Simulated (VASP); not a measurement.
# PbSe in VASP: further runs, part 2 of 2

VASP 6.6.1. The steps go on from the part before.

## (4) Single point, PBEsol+D4 (atoms moved at random)

Contents of INCAR:

```
PREC = Accurate
ENCUT = 520
EDIFF = 1E-6
ISMEAR = 0
SIGMA = 0.05
LREAL = F
LASPH = T
NELM = 100
ALGO = Normal
ISIF = 2
LWAVE = F
LCHARG = T
GGA = PS
IVDW = 13
LELF = T
LVHAR = T
NBANDS = 17
```

Contents of KPOINTS:

```
regular mesh
0
Gamma
  8 8 8
```

Contents of POSCAR:

```
PbSe
1.0
    0.0000000000      3.0606500000      3.0606500000
    3.0606500000      0.0000000000      3.0606500000
    3.0606500000      3.0606500000      0.0000000000
Pb Se
1 1
Direct
    0.0304000000      0.0044680000     -0.0152380000
    0.5049180000      0.4950760000      0.4951550000
```

Potentials or basis: VASP PAW PBE potentials, release 64 (Pb_d, Se).

Launch:

```sh
$ cat potpaw_PBE.64/Pb_d/POTCAR potpaw_PBE.64/Se/POTCAR > POTCAR
$ mpirun -np 1 vasp_std > vasp.out
```

OUTCAR:

```text
PREC = Accurate
   ENCUT = 520
   EDIFF = 1E-6
   ISMEAR = 0
   LREAL = F
   LASPH = T
   NELM = 100
   ISIF = 2
   GGA = PS
   IVDW = 13

 ion  position               nearest neighbor table
   1  0.030  0.004  0.985-   2 2.95   2 3.02   2 3.06   2 3.07   2 3.11   2 3.17
   2  0.505  0.495  0.495-   1 2.95   1 3.02   1 3.06   1 3.07   1 3.11   1 3.17

  LATTYP: Found a face centered cubic cell.
 ALAT       =     6.1213000000

  Lattice vectors:

 A1 = (   0.0000000000,   3.0606500000,   3.0606500000)
 A2 = (   3.0606500000,   0.0000000000,   3.0606500000)
 A3 = (   3.0606500000,   3.0606500000,   0.0000000000)

Analysis of symmetry for initial positions (statically):
=====================================================================
 Subroutine PRICEL returns:
 Original cell was already a primitive cell.

 Routine SETGRP: Setting up the symmetry group for a
 face centered cubic supercell.

 Subroutine GETGRP returns: Found  1 space group operations
 (whereof  1 operations were pure point group operations)
 out of a pool of 48 trial point group operations.

The static configuration has the point symmetry C_1 .

Analysis of symmetry for dynamics (positions and initial velocities):
=====================================================================
 Subroutine PRICEL returns:
 Original cell was already a primitive cell.

 Routine SETGRP: Setting up the symmetry group for a
 face centered cubic supercell.

 Subroutine GETGRP returns: Found  1 space group operations
 (whereof  1 operations were pure point group operations)
 out of a pool of 48 trial point group operations.

The dynamic configuration has the point symmetry C_1 .

 Subroutine INISYM returns: Found  1 space group operations
 (whereof  1 operations are pure point group operations),
 and found     1 'primitive' translations

----------------------------------------------------------------------------------------

                                     Primitive cell

  volume of cell :      57.3418

  direct lattice vectors                    reciprocal lattice vectors
     0.000000000  3.060650000  3.060650000    -0.163363991  0.163363991  0.163363991
     3.060650000  0.000000000  3.060650000     0.163363991 -0.163363991  0.163363991
     3.060650000  3.060650000  0.000000000     0.163363991  0.163363991 -0.163363991

  length of vectors
     4.328412740  4.328412740  4.328412740     0.282954733  0.282954733  0.282954733

  position of ions in fractional coordinates (direct lattice)
     0.030400000  0.004468000  0.984762000
     0.504918000  0.495076000  0.495155000

  ion indices of the primitive-cell ions
   primitive index   ion index
                 1           1
                 2           2

----------------------------------------------------------------------------------------

 KPOINTS: regular mesh

Automatic generation of k-mesh.
 Grid dimensions read from file:
 generate k-points for:    8    8    8

 Generating k-lattice:

  Cartesian coordinates                     Fractional coordinates (reciprocal lattice)
    -0.020420499  0.020420499  0.020420499     0.125000000  0.000000000  0.000000000
     0.020420499 -0.020420499  0.020420499     0.000000000  0.125000000  0.000000000
     0.020420499  0.020420499 -0.020420499     0.000000000  0.000000000  0.125000000

  Length of vectors
     0.035369342  0.035369342  0.035369342

  Shift w.r.t. Gamma in fractional coordinates (k-lattice)
     0.000000000  0.000000000  0.000000000

 Subroutine IBZKPT returns following result:
 ===========================================

 Found    260 irreducible k-points:

 Following reciprocal coordinates:
            Coordinates               Weight
  0.000000  0.000000  0.000000      1.000000
  0.125000  0.000000  0.000000      2.000000
  0.000000  0.125000  0.000000      2.000000
  0.000000  0.000000  0.125000      2.000000
  0.125000  0.125000  0.125000      2.000000
  0.250000  0.000000  0.000000      2.000000
[... 16 lines left out ...]
  0.125000  0.000000  0.250000      2.000000
  0.125000  0.125000 -0.125000      2.000000
 [... further k-points ...]
   k-points           NKPTS =    260   k-points in BZ     NKDIM =    260   number of bands    NBANDS=     17
   number of dos      NEDOS =    301   number of ions     NIONS =      2
   total plane-waves  NPLWV =  32768
   dimension x,y,z NGX =    32 NGY =   32 NGZ =   32
   dimension x,y,z NGXF=    64 NGYF=   64 NGZF=   64
   ions per type =               1   1
   NGX,Y,Z   is equivalent  to a cutoff of  12.29, 12.29, 12.29 a.u.
   NGXF,Y,Z  is equivalent  to a cutoff of  24.58, 24.58, 24.58 a.u.
 SYSTEM =  unknown system
   PREC   = accura    normal or accurate (medium, high low for compatibility)
   ISTART =      0    job   : 0-new  1-cont  2-samecut
   ICHARG =      2    charge: 1-file 2-atom 10-const
   ISPIN  =      1    spin polarized calculation?
   LNONCOLLINEAR =      F non collinear calculations
   LSORBIT =      F    spin-orbit coupling
   LASPH  =      T    aspherical Exc in radial PAW
   ENCUT  =  520.0 eV  38.22 Ry    6.18 a.u.   8.05  8.05  8.05*2*pi/ulx,y,z
   NELM   =    100;   NELMIN=  2; NELMDL= -5     # of ELM steps
   EDIFF  = 0.1E-05   stopping-criterion for ELM
   LREAL  =      F    real-space projection
   EDIFFG = 0.1E-04   stopping-criterion for IOM
   NSW    =      0    number of steps for IOM
   IBRION =     -1    ionic relax: 0-MD 1-quasi-New 2-CG
   NFREE  =      0    steps in history (QN), initial steepest desc. (CG)
   ISIF   =      2    stress and relaxation
   ISYM   =      2    0-nonsym 1-usesym 2-fastsym
   POTIM  = 0.5000    time-step for ionic-motion
   TEBEG  =    0.0;   TEEND  =   0.0 temperature during run
   PSTRESS=    0.0 pullay stress
   NELECT =      20.0000    total number of electrons
   NUPDOWN=      -1.0000    fix difference up-down
   EMIN   =  10.00;   EMAX   =-10.00  energy-range for DOS
   EFERMI =   0.00;   METHOD = LEGACY
   ISMEAR =     0;   SIGMA  =   0.05  broadening in eV -4-tet -1-fermi 0-gaus
   EFERMI_NEDOS =   21; number of points for ismear=-14 and -15
   IALGO  =     38    algorithm
   IMIX   =      4    mixing-type and parameters
     AMIX     =   0.40;   BMIX     =  1.00
     AMIX_MAG =   1.60;   BMIX_MAG =  1.00
  volume/ion in A,a.u.               =      28.67       193.48
  Fermi-wavevector in a.u.,A,eV,Ry     =   1.152377  2.177676 18.068159  1.327972
  Thomas-Fermi vector in A             =   2.289028
   LORBIT       =      0    0 simple, 1 ext, 2 COOP (PROOUT), +10 PAW based schemes
   GGA     = PS    functional components
   LHFCALC =     F    Hartree Fock is set to
   AEXX    =    0.0000 exact exchange contribution
   IVDW    =    13    specifies the selected vdW correction
   LEPSILON=     F    determine dielectric tensor
   LRPA    =     F    only Hartree local field effects (RPA)
 non-spin polarized calculation
 Gauss-broadening in eV      SIGMA  =   0.05
  energy-cutoff  :      520.00
  volume of cell :       57.34
 maximum number of plane-waves:      1572
   NGX = 17   NGY = 17   NGZ = 17

 number of electron      19.9999999 magnetization

 Free energy of the ion-electron system (eV)
  ---------------------------------------------------
  ext. energy  EPLUGINS =         0.00000000
  ---------------------------------------------------
  free energy    TOTEN  =        -8.91385472 eV

  energy without entropy =       -8.91385466  energy(sigma->0) =       -8.91385469

 E-fermi :   5.0202     XC(G=0):  -9.7169

 val. band max:        4.8793912044   @ k =   0.0000   0.5000   0.0000
 cond. band min:       5.1611075678   @ k =   0.0000   0.5000   0.0000
 fundamental gap:      0.2817163634
 Fermi energy:         5.0201639272

 k-point     1 :       0.0000    0.0000    0.0000
  band No.  band energies     occupation
      1     -11.8286      2.00000
      2     -11.8272      2.00000
      3     -11.8271      2.00000
      4     -11.8269      2.00000
      5     -11.8266      2.00000
      6      -8.7132      2.00000
[... 9 lines left out ...]
     16      11.4451      0.00000
     17      12.9131      0.00000
[... 441 lines left out ...]
 k-point    24 :       0.1250    0.1250   -0.1250
  band No.  band energies     occupation
      1     -11.8521      2.00000
      2     -11.8313      2.00000
      3     -11.8283      2.00000
      4     -11.8131      2.00000
      5     -11.8083      2.00000
      6      -8.2864      2.00000
[... 9 lines left out ...]
     16      13.2578      0.00000
     17      14.8927      0.00000

 [... further k-points ...]

------------------------ aborting loop because EDIFF is reached ----------------------------------------

  DFT-D4 for vdW energy calculation

  Edisp (eV):   -0.46159

  FORCE on cell =-STRESS in cart. coord.  units (eV):
  Direction    XX          YY          ZZ          XY          YZ          ZX
  --------------------------------------------------------------------------------------
  -------------------------------------------------------------------------------------
  Total      -0.62132    -0.59081    -0.45183    -0.00049     0.01598    -0.00092
  in kB     -17.36029   -16.50761   -12.62465    -0.01369     0.44645    -0.02580
  external pressure =      -15.50 kB  Pullay stress =        0.00 kB

 VOLUME and BASIS-vectors are now :
 -----------------------------------------------------------------------------
  energy-cutoff  :      520.00
  volume of cell :       57.34
      direct lattice vectors                 reciprocal lattice vectors
     0.000000000  3.060650000  3.060650000    -0.163363991  0.163363991  0.163363991
     3.060650000  0.000000000  3.060650000     0.163363991 -0.163363991  0.163363991
     3.060650000  3.060650000  0.000000000     0.163363991  0.163363991 -0.163363991

 POSITION                                       TOTAL-FORCE (eV/Angst)
 -----------------------------------------------------------------------------------
      3.02769      3.10706      0.10672         0.001809     -0.027994     -0.061631
      3.03075      3.06087      3.06063        -0.001809      0.027994      0.061631
 -----------------------------------------------------------------------------------
    total drift:                                0.000150     -0.000253     -0.000442

  FREE ENERGIE OF THE ION-ELECTRON SYSTEM (eV)
  ---------------------------------------------------
  free  energy   TOTEN  =        -9.3754460834 eV

  energy  without entropy=       -9.3754460221  energy(sigma->0) =       -9.37544605
```

OSZICAR:

```text
N       E                     dE             d eps       ncg     rms          rms(c)
DAV:   1     0.154768761976E+03    0.15477E+03   -0.94877E+03  8864   0.122E+03
DAV:   2     0.263654432884E+01   -0.15213E+03   -0.14687E+03  9324   0.310E+02
DAV:   3    -0.889723553670E+01   -0.11534E+02   -0.11441E+02 11489   0.899E+01
DAV:   4    -0.916760891544E+01   -0.27037E+00   -0.27016E+00 10764   0.151E+01
DAV:   5    -0.917645067014E+01   -0.88418E-02   -0.88413E-02 13024   0.274E+00    0.267E+00
DAV:   6    -0.892058481540E+01    0.25587E+00   -0.63105E-01 13706   0.580E+00    0.152E+00
DAV:   7    -0.891353001135E+01    0.70548E-02   -0.99052E-02 10962   0.158E+00    0.800E-01
DAV:   8    -0.891414447894E+01   -0.61447E-03   -0.98454E-03 11031   0.106E+00    0.118E-01
DAV:   9    -0.891383445239E+01    0.31003E-03   -0.21215E-03 13809   0.421E-01    0.460E-02
DAV:  10    -0.891385422748E+01   -0.19775E-04   -0.14895E-04 10447   0.704E-02    0.148E-02
DAV:  11    -0.891385487400E+01   -0.64652E-06   -0.23130E-05 12327   0.466E-02    0.596E-03
DAV:  12    -0.891385472084E+01    0.15316E-06   -0.12906E-06  7083   0.133E-02
   1 F= -.93754461E+01 E0= -.93754461E+01  d E =-.613080E-07
```

It took 79 s on 1 thread of Intel Xeon Platinum 8559C (Emerald Rapids), shared host; peak memory 0.38 GiB.

What came out:

* Free energy: -9.3754 eV
* Pressure: -1.5 GPa
* Largest force: 0.068 eV/Å
* Band gap on the k mesh: 0.28 eV
* Dispersion energy per atom: -0.231 eV

Forces in eV/Å, atoms in the order of the input:
```
Pb   0.002 -0.028 -0.062
Se  -0.002  0.028  0.062
```

Caveat: the cell differs from its parent crystal (atoms moved at random); the PAW data sets were made with another functional, which shifts forces and pressure a little; spin-orbit coupling is left out, which moves the levels of the heavy elements. A k mesh can miss the band edges.

## (5) Single point, PBE

This run uses another cell than the first one, of 28.67 Å³/atom.

Contents of INCAR:

```
SYSTEM = PbSe
  ALGO = Normal
  EDIFF = 1E-7
  ENCUT = 520
  GGA = PE
  ISIF = 2
  ISMEAR = 0
  LASPH = .True.
  LCHARG = .False.
  LREAL = .False.
  LWAVE = .False.
  NBANDS = 17
  NELM = 80
  PREC = Accurate
  SIGMA = 0.016
```

Contents of KPOINTS:

```
k-points
0
Gamma
  8 8 8
  0 0 0
```

Contents of POSCAR:

```
PbSe
1.0
    0.0000000000      3.0606500000      3.0606500000
    3.0606500000      0.0000000000      3.0606500000
    3.0606500000      3.0606500000      0.0000000000
Pb Se
1 1
Direct
    0.0000000000      0.0000000000      0.0000000000
    0.5000000000      0.5000000000      0.5000000000
```

Launch:

```sh
$ cat potpaw_PBE.64/Pb_d/POTCAR potpaw_PBE.64/Se/POTCAR > POTCAR
$ mpirun -np 1 vasp_std > vasp.out
```

Run time: 49 s. Hardware: 1 thread of AMD EPYC 7R13, shared host; peak memory 0.16 GiB.

Results (log left out):

```
Free energy            : -8.1783 eV
Pressure               : 2.4 GPa
Band gap on the k mesh : 0.29 eV
```

Levels at points of the mesh, in eV from the valence-band top:
| k point | band 6 | band 7 | band 8 | band 9 | band 10 | band 11 | band 12 | band 13 | band 14 | band 15 |
| --- | --- | --- | --- | --- | --- | --- | --- | --- | --- | --- |
| (0.00, 0.00, 0.00) | -13.59 | -6.30 | -1.88 | -1.88 | -1.88 | 4.71 | 4.71 | 4.71 | 6.52 | 6.52 |
| (0.50, 0.00, 0.00) | -12.53 | -8.80 | -1.47 | -1.47 | 0.00 | 0.29 | 1.70 | 1.70 | 8.55 | 10.15 |
| (0.50, 0.50, 0.00) | -12.16 | -7.38 | -4.98 | -3.24 | -3.24 | 3.69 | 5.61 | 5.61 | 6.05 | 11.29 |

Caveat: spin-orbit coupling is left out, which moves the levels of the heavy elements.

## (6) Summary

```csv
level,cell,k mesh,smearing,grid for exact exchange (PRECFOCK),share of exact exchange,gap on the mesh (eV),pressure (GPa)
r2SCANh,"a = 4.299 Å, angles 60.0°, 2 atoms, atomic positions A",4 × 4 × 4,fermi-dirac 0.05 eV,Normal,0.1,0.89,2.5
r2SCANh,"a = 4.328 Å, angles 60.0°, 2 atoms, atomic positions A",4 × 4 × 4,fermi-dirac 0.05 eV,Normal,0.1,0.97,1.3
PBEsol+D4,"a = 4.328 Å, angles 60.0°, 2 atoms, atomic positions B",8 × 8 × 8,gaussian 0.05 eV,-,-,0.28,-1.5
PBE,"a = 4.328 Å, angles 60.0°, 2 atoms, atomic positions A",8 × 8 × 8,gaussian 0.016 eV,-,-,0.29,2.4
```

Alike in all rows: task single point; potentials or basis VASP PAW PBE potentials, release 64 (Pb_d, Se); no spin polarisation; cutoff (eV) 520.

Caveats: some runs use coarse meshes; spin-orbit coupling is left out, which moves the levels of the heavy elements; the PAW data sets were made with another functional, which shifts forces and pressure a little (at least some runs).

Total energies depend on the potentials used, so only differences within one code and one set of settings carry meaning.
